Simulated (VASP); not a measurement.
Crystal: Au.

```
Au
1.0
     2.45091   -1.47732    0.00000
     2.45091    1.47732    0.00000
    -1.60945    0.00000    2.38464
Au
1
Direct
  0.00000 0.00000 0.00000
```

* Program: VASP 6.6.1
* Task: relaxation of cell and atoms
* Functional: PBE
* Potentials or basis: VASP PAW PBE potentials, release 64 (Au)
* Cutoff: 600 eV
* k mesh: 8 × 8 × 8
* Occupations: gaussian, width 0.1 eV
* Spin: no spin polarisation

At the start: pressure 7.0 GPa; volume 17.27 Å³/atom.

Question: How do energy, volume and symmetry change on relaxing?

Answer: Over 12 steps the energy falls by 23.5 meV/atom and the volume is 18.10 Å³/atom (+4.8 %); space group R-3m (No. 166, to 0.1 Å) before, C2/m (No. 12, to 0.1 Å).

Step by step:
```csv
step,energy change (eV),largest force (eV/Å),pressure (GPa),volume (Å³)
1,0.0000,0.0000,7.03,17.27
2,0.0124,0.0000,-7.33,19.23
3,-0.0165,0.0000,-0.13,18.07
4,-0.0165,0.0000,-0.02,18.05
5,-0.0171,0.0000,-0.02,18.05
6,-0.0191,0.0000,-0.03,18.05
7,-0.0229,0.0000,0.15,18.05
8,-0.0158,0.0000,1.72,17.99
9,-0.0234,0.0000,0.28,18.04
10,-0.0234,0.0000,0.40,18.04
11,-0.0218,0.0000,-1.95,18.36
12,-0.0235,0.0000,-0.05,18.10
```

Final structure:
```
CELL_PARAMETERS angstrom
2.39291 -1.50857 -0.07008
2.39291 1.50857 -0.07008
-1.63959 0.00000 2.55444
ATOMIC_POSITIONS crystal
Au 0.00000 0.00000 0.00000
```
